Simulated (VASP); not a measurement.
# Si9C8 (a cell with a defect) in VASP: single point with r2SCAN+D3(BJ)

Aim: the single point of Si9C8 (a cell with a defect) with r2SCAN+D3(BJ).

Program: VASP 6.6.1. These are calculated values, not measurements. Logs are shortened: lines on timing, memory, paths and dates and some standing lists are left out, and cuts for length are marked.

## 1. The cell of the first run

The cell holds a defect, 17 atoms: a = 6.157 Å, b = 6.157 Å, c = 6.157 Å, α = 60.00°, β = 60.00°, γ = 60.00°.

## 2. Single point, r2SCAN+D3(BJ)

File POSCAR:

```
Si9C8
1.0
    0.0000000000      4.3539930000      4.3539930000
    4.3539930000      0.0000000000      4.3539930000
    4.3539930000      4.3539930000      0.0000000000
Si C
9 8
Direct
    0.1378789408      0.1383122708      0.1119881843
    0.1243816037      0.1251629175      0.6252914019
    0.1378794837      0.6118136157      0.1119902701
    0.1378879432      0.6118364834      0.6384297349
    0.6110155595      0.1383338206      0.1123129752
    0.6110583212      0.1383219140      0.6384353716
    0.6244752335      0.6251244319      0.1252666956
    0.6110604331      0.6121774929      0.6384356772
    0.8750662484      0.8749705952      0.3749937960
   -0.0007828158      0.0001884251      0.0003956808
   -0.0007652163      0.0001349567      0.5003441308
   -0.0044588052      0.5014439222      0.0015644155
   -0.0007671610      0.5002830527      0.5003410091
    0.5009501476     -0.0038369532      0.0014816242
    0.4997140947      0.0000374639      0.5002014285
    0.5009498493      0.5013987119      0.0014811778
    0.5009652396      0.5013604786      0.4963074266
```

File INCAR.step1:

```
  PREC = Accurate
  ENCUT = 520
  ISMEAR = -1
  SIGMA = 0.02
  LREAL = Auto
  LASPH = T
  NELM = 80
  NBANDS = 48
  GGA = PE
  ALGO = Normal
  EDIFF = 1E-4
  LWAVE = T
  LCHARG = F
```

File INCAR.step2:

```
  PREC = Accurate
  ENCUT = 520
  EDIFF = 1E-6
  ISMEAR = -1
  SIGMA = 0.02
  LREAL = Auto
  LASPH = T
  NELM = 80
  ALGO = Normal
  ISIF = 2
  LWAVE = F
  LCHARG = F
  METAGGA = R2SCAN
  LMIXTAU = T
  IVDW = 12
  VDW_S6 = 1.0
  VDW_S8 = 0.78981345
  VDW_A1 = 0.49484001
  VDW_A2 = 5.73083694
  NBANDS = 48
  ISTART = 1
```

File KPOINTS:

```
Automatic mesh
0
Gamma
  2 2 2
```

Potentials or basis: VASP PAW PBE potentials, release 64 (Si, C).

Run with:

```console
$ cat potpaw_PBE.64/Si/POTCAR potpaw_PBE.64/C/POTCAR > POTCAR
$ cp INCAR.step1 INCAR
$ mpirun -np 1 vasp_std > vasp.out
$ cp INCAR.step2 INCAR
$ mpirun -np 1 vasp_std > vasp.out
```

OUTCAR:

```text
PREC = Accurate
   ENCUT = 520
   EDIFF = 1E-6
   ISMEAR = -1
   LREAL = Auto
   LASPH = T
   NELM = 80
   ISIF = 2
   METAGGA = R2SCAN
   IVDW = 12
   ISTART = 1
 IVDW          = 12

 ion  position               nearest neighbor table
   1  0.138  0.138  0.112-  14 1.83  12 1.83  11 1.95  10 1.95   9 2.29   5 2.91   6 2.91   3 2.92
                             4 2.92   7 3.08   2 3.08   2 3.08   7 3.08
   2  0.124  0.125  0.625-  10 1.89  13 1.89  11 1.89  15 1.89   5 3.08   6 3.08   8 3.08   3 3.08
                             1 3.08   4 3.08   4 3.08   1 3.08   3 3.08   8 3.08   6 3.08   5 3.08
   3  0.138  0.612  0.112-  16 1.83  12 1.83  13 1.95  10 1.95   9 2.29   5 2.91   8 2.91   1 2.92
                             4 2.92   7 3.08   2 3.08   2 3.08   7 3.08
   4  0.138  0.612  0.638-  17 1.83  12 1.83  13 1.95  11 1.95   9 2.29   6 2.91   8 2.91   1 2.92
                             3 2.92   7 3.08   2 3.08   2 3.08   7 3.08
   5  0.611  0.138  0.112-  16 1.83  14 1.83  15 1.95  10 1.95   9 2.29   3 2.91   1 2.91   8 2.92
                             6 2.92   2 3.08   7 3.08   7 3.08   2 3.08
   6  0.611  0.138  0.638-  17 1.83  14 1.83  15 1.95  11 1.95   9 2.29   4 2.91   1 2.91   8 2.92
                             5 2.92   2 3.08   7 3.08   7 3.08   2 3.08
   7  0.624  0.625  0.125-  16 1.87  14 1.87  17 1.87  12 1.87   4 3.08   3 3.08   1 3.08   6 3.08
                             8 3.08   5 3.08   5 3.08   8 3.08   6 3.08   1 3.08   3 3.08   4 3.08
   8  0.611  0.612  0.638-  17 1.83  16 1.83  15 1.95  13 1.95   9 2.29   4 2.91   3 2.91   6 2.92
                             5 2.92   2 3.08   7 3.08   7 3.08   2 3.08
   9  0.875  0.875  0.375-  10 1.88  11 1.88  13 1.88  15 1.89   1 2.29   3 2.29   4 2.29   5 2.29
                             6 2.29   8 2.29
  10  0.999  0.000  0.000-   9 1.88   2 1.89   5 1.95   3 1.95   1 1.95
  11  0.999  0.000  0.500-   9 1.88   2 1.89   6 1.95   4 1.95   1 1.95
  12  0.996  0.501  0.002-   1 1.83   3 1.83   4 1.83   7 1.87
  13  0.999  0.500  0.500-   9 1.88   2 1.89   8 1.95   4 1.95   3 1.95
  14  0.501  0.996  0.001-   6 1.83   5 1.83   1 1.83   7 1.87
  15  0.500  0.000  0.500-   2 1.89   9 1.89   8 1.95   6 1.95   5 1.95
  16  0.501  0.501  0.001-   8 1.83   5 1.83   3 1.83   7 1.87
  17  0.501  0.501  0.496-   6 1.83   8 1.83   4 1.83   7 1.87

  LATTYP: Found a face centered cubic cell.
 ALAT       =     8.7079860000

  Lattice vectors:

 A1 = (   0.0000000000,   4.3539930000,   4.3539930000)
 A2 = (   4.3539930000,   0.0000000000,   4.3539930000)
 A3 = (   4.3539930000,   4.3539930000,   0.0000000000)

Analysis of symmetry for initial positions (statically):
=====================================================================
 Subroutine PRICEL returns:
 Original cell was already a primitive cell.

 Routine SETGRP: Setting up the symmetry group for a
 face centered cubic supercell.

 Subroutine GETGRP returns: Found  1 space group operations
 (whereof  1 operations were pure point group operations)
 out of a pool of 48 trial point group operations.

The static configuration has the point symmetry C_1 .

Analysis of symmetry for dynamics (positions and initial velocities):
=====================================================================
 Subroutine PRICEL returns:
 Original cell was already a primitive cell.

 Routine SETGRP: Setting up the symmetry group for a
 face centered cubic supercell.

 Subroutine GETGRP returns: Found  1 space group operations
 (whereof  1 operations were pure point group operations)
 out of a pool of 48 trial point group operations.

The dynamic configuration has the point symmetry C_1 .

 Subroutine INISYM returns: Found  1 space group operations
 (whereof  1 operations are pure point group operations),
 and found     1 'primitive' translations

----------------------------------------------------------------------------------------

                                     Primitive cell

  volume of cell :     165.0795

  direct lattice vectors                    reciprocal lattice vectors
     0.000000000  4.353993000  4.353993000    -0.114837116  0.114837116  0.114837116
     4.353993000  0.000000000  4.353993000     0.114837116 -0.114837116  0.114837116
     4.353993000  4.353993000  0.000000000     0.114837116  0.114837116 -0.114837116

  length of vectors
     6.157475951  6.157475951  6.157475951     0.198903720  0.198903720  0.198903720

  position of ions in fractional coordinates (direct lattice)
     0.137878941  0.138312271  0.111988184
     0.124381604  0.125162917  0.625291402
     0.137879484  0.611813616  0.111990270
     0.137887943  0.611836483  0.638429735
     0.611015559  0.138333821  0.112312975
     0.611058321  0.138321914  0.638435372
[... 9 lines left out ...]
     0.500949849  0.501398712  0.001481178
     0.500965240  0.501360479  0.496307427

  ion indices of the primitive-cell ions
   primitive index   ion index
                 1           1
                 2           2
                 3           3
                 4           4
                 5           5
                 6           6
[... 9 lines left out ...]
                16          16
                17          17

----------------------------------------------------------------------------------------

 KPOINTS: Automatic mesh

Automatic generation of k-mesh.
 Grid dimensions read from file:
 generate k-points for:    2    2    2

 Generating k-lattice:

  Cartesian coordinates                     Fractional coordinates (reciprocal lattice)
    -0.057418558  0.057418558  0.057418558     0.500000000  0.000000000  0.000000000
     0.057418558 -0.057418558  0.057418558     0.000000000  0.500000000  0.000000000
     0.057418558  0.057418558 -0.057418558     0.000000000  0.000000000  0.500000000

  Length of vectors
     0.099451860  0.099451860  0.099451860

  Shift w.r.t. Gamma in fractional coordinates (k-lattice)
     0.000000000  0.000000000  0.000000000

 Subroutine IBZKPT returns following result:
 ===========================================

 Found      8 irreducible k-points:

 Following reciprocal coordinates:
            Coordinates               Weight
  0.000000  0.000000  0.000000      1.000000
  0.500000  0.000000  0.000000      1.000000
  0.000000  0.500000  0.000000      1.000000
  0.000000  0.000000  0.500000      1.000000
  0.500000  0.500000  0.500000      1.000000
  0.500000  0.500000  0.000000      1.000000
  0.000000  0.500000  0.500000      1.000000
  0.500000  0.000000  0.500000      1.000000
   k-points           NKPTS =      8   k-points in BZ     NKDIM =      8   number of bands    NBANDS=     48
   number of dos      NEDOS =    301   number of ions     NIONS =     17
   total plane-waves  NPLWV = 110592
   dimension x,y,z NGX =    48 NGY =   48 NGZ =   48
   dimension x,y,z NGXF=    96 NGYF=   96 NGZF=   96
   ions per type =               9   8
   NGX,Y,Z   is equivalent  to a cutoff of  12.96, 12.96, 12.96 a.u.
   NGXF,Y,Z  is equivalent  to a cutoff of  25.92, 25.92, 25.92 a.u.
 SYSTEM =  unknown system
   PREC   = accura    normal or accurate (medium, high low for compatibility)
   ISTART =      1    job   : 0-new  1-cont  2-samecut
   ICHARG =      0    charge: 1-file 2-atom 10-const
   ISPIN  =      1    spin polarized calculation?
   LNONCOLLINEAR =      F non collinear calculations
   LSORBIT =      F    spin-orbit coupling
   LASPH  =      T    aspherical Exc in radial PAW
   ENCUT  =  520.0 eV  38.22 Ry    6.18 a.u.  11.45 11.45 11.45*2*pi/ulx,y,z
   NELM   =     80;   NELMIN=  2; NELMDL=  0     # of ELM steps
   EDIFF  = 0.1E-05   stopping-criterion for ELM
   LREAL  =      T    real-space projection
   EDIFFG = 0.1E-04   stopping-criterion for IOM
   NSW    =      0    number of steps for IOM
   IBRION =     -1    ionic relax: 0-MD 1-quasi-New 2-CG
   NFREE  =      0    steps in history (QN), initial steepest desc. (CG)
   ISIF   =      2    stress and relaxation
   ISYM   =      2    0-nonsym 1-usesym 2-fastsym
   POTIM  = 0.5000    time-step for ionic-motion
   TEBEG  =    0.0;   TEEND  =   0.0 temperature during run
   PSTRESS=    0.0 pullay stress
   NELECT =      68.0000    total number of electrons
   NUPDOWN=      -1.0000    fix difference up-down
   EMIN   =  10.00;   EMAX   =-10.00  energy-range for DOS
   EFERMI =   0.00;   METHOD = LEGACY
   ISMEAR =    -1;   SIGMA  =   0.02  broadening in eV -4-tet -1-fermi 0-gaus
   EFERMI_NEDOS =   21; number of points for ismear=-14 and -15
   IALGO  =     38    algorithm
   IMIX   =      4    mixing-type and parameters
     AMIX     =   0.40;   BMIX     =  1.00
     AMIX_MAG =   1.60;   BMIX_MAG =  1.00
  volume/ion in A,a.u.               =       9.71        65.53
  Fermi-wavevector in a.u.,A,eV,Ry     =   1.218092  2.301860 20.187617  1.483748
  Thomas-Fermi vector in A             =   2.353390
   LORBIT       =      0    0 simple, 1 ext, 2 COOP (PROOUT), +10 PAW based schemes
   METAGGA = R2SCAN    functional components
   LHFCALC =     F    Hartree Fock is set to
   AEXX    =    0.0000 exact exchange contribution
   IVDW    =    12    specifies the selected vdW correction
   LEPSILON=     F    determine dielectric tensor
   LRPA    =     F    only Hartree local field effects (RPA)
 non-spin polarized calculation
  energy-cutoff  :      520.00
  volume of cell :      165.08
 maximum number of plane-waves:      4477
 NGX is ok and might be reduce to    48
   NGX = 23   NGY = 23   NGZ = 23

 number of electron      68.0000003 magnetization

 Free energy of the ion-electron system (eV)
  ---------------------------------------------------
  ext. energy  EPLUGINS =         0.00000000
  ---------------------------------------------------
  free energy    TOTEN  =      -151.52010169 eV

  energy without entropy =     -151.51889123  energy(sigma->0) =     -151.51949646

 E-fermi :  12.2146     XC(G=0): -12.3948

 val. band max:       12.0948772781   @ k =   0.5000   0.0000   0.0000
 cond. band min:      12.3197020068   @ k =   0.5000   0.5000   0.0000
 fundamental gap:      0.2248247287
 Fermi energy:        12.2145855344

 k-point     1 :       0.0000    0.0000    0.0000
  band No.  band energies     occupation
      1      -8.3283      2.00000
      2      -4.8810      2.00000
      3      -4.4178      2.00000
      4      -4.4173      2.00000
      5      -4.4171      2.00000
      6      -2.8978      2.00000
[... 381 lines left out ...]
     45      17.1020      0.00000
     46      17.1032      0.00000
 [bands above 46 left out]

------------------------ aborting loop because EDIFF is reached ----------------------------------------

 Edisp (eV)   -2.68177

 E8    (eV) :    -0.7702

  FORCE on cell =-STRESS in cart. coord.  units (eV):
  Direction    XX          YY          ZZ          XY          YZ          ZX
  --------------------------------------------------------------------------------------
  -------------------------------------------------------------------------------------
  Total      13.92111    13.91503    13.92181     0.02391    -0.02484     0.01897
  in kB     135.11115   135.05217   135.11797     0.23207    -0.24104     0.18413
  external pressure =      135.09 kB  Pullay stress =        0.00 kB

 VOLUME and BASIS-vectors are now :
 -----------------------------------------------------------------------------
  energy-cutoff  :      520.00
  volume of cell :      165.08
      direct lattice vectors                 reciprocal lattice vectors
     0.000000000  4.353993000  4.353993000    -0.114837116  0.114837116  0.114837116
     4.353993000  0.000000000  4.353993000     0.114837116 -0.114837116  0.114837116
     4.353993000  4.353993000  0.000000000     0.114837116  0.114837116 -0.114837116

 POSITION                                       TOTAL-FORCE (eV/Angst)
 -----------------------------------------------------------------------------------
      1.08981      1.08792      1.20253         0.009602     -0.007176      0.024606
      3.26747      3.26407      1.08652        -0.007951      0.006638      0.007747
      3.15144      1.08793      3.26416        -0.024628     -0.007380     -0.009915
      5.44365      3.38008      3.26429         0.009145      0.024580     -0.009277
      1.09131      3.14937      3.26266         0.005774     -0.016439     -0.006256
      3.38200      5.44029      3.26280         0.014313     -0.003141     -0.006088
[... 9 lines left out ...]
      2.18954      2.18758      4.36422         0.005546      0.003438      0.001667
      4.34384      4.34212      4.36412        -0.002704     -0.008759      0.002844
 -----------------------------------------------------------------------------------
    total drift:                               -0.003270     -0.001395      0.003558

  FREE ENERGIE OF THE ION-ELECTRON SYSTEM (eV)
  ---------------------------------------------------
  free  energy   TOTEN  =      -154.2018697500 eV

  energy  without entropy=     -154.2006592924  energy(sigma->0) =     -154.20126452
```

Wall time 3.4 min (1 thread of Intel Xeon 6975P-C (Granite Rapids), shared host); peak memory 0.34 GiB.

What came out:

```
Free energy                : -154.2019 eV
Pressure                   : 13.5 GPa
Largest force              : 0.039 eV/Å
Band gap on the k mesh     : zero (band 34 reaches 12.57 eV, above the bottom of band 35 at 9.87 eV)
Dispersion energy per atom : -0.158 eV
```

Forces in eV/Å, atoms in the order of the input:
```
Si   0.010 -0.007  0.025
Si  -0.008  0.007  0.008
Si  -0.025 -0.007 -0.010
Si   0.009  0.025 -0.009
Si   0.006 -0.016 -0.006
Si   0.014 -0.003 -0.006
Si  -0.003  0.003  0.004
Si   0.006 -0.003 -0.014
Si   0.013 -0.009 -0.013
C    0.004  0.006 -0.004
C   -0.007 -0.009 -0.006
C   -0.003  0.004  0.004
C    0.006 -0.008  0.007
C   -0.002  0.004 -0.006
C   -0.023  0.020  0.023
C    0.006  0.003  0.002
C   -0.003 -0.009  0.003
```

Caveat: the k points lie up to 0.62 Å⁻¹ apart; the PAW data sets were made with another functional, which shifts forces and pressure a little.
